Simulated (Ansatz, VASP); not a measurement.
One calculation of CdS, two programs

```xyz
2
Lattice="0.0000 2.9392 2.9392 2.9392 0.0000 2.9392 2.9392 2.9392 0.0000" Properties=species:S:1:pos:R:3 pbc="T T T"
Cd    0.0000    0.0000    0.0000
S     1.4696    1.4696    1.4696
```

Alike in both runs: task single point; functional PBE; k mesh 6 × 6 × 6; occupations gaussian, width 0.5 eV; no spin polarisation.

|  | VASP | Ansatz |
| --- | --- | --- |
| version | VASP 6.6.1 | Ansatz 0.2.0 |
| potentials or method | VASP PAW PBE potentials, release 64 (Cd_sv_GW, S) | plane waves |
| plane-wave cutoff (eV) | 540 | 420 |
| valence electrons in the cell | 26 | 26 |

VASP gave:

* pressure (GPa): 0.4

Task: Estimate Ansatz's values.

Result: Pressure (GPa): 1.4.

The functional is the same, so the differences come from potentials, cutoffs and numerics.
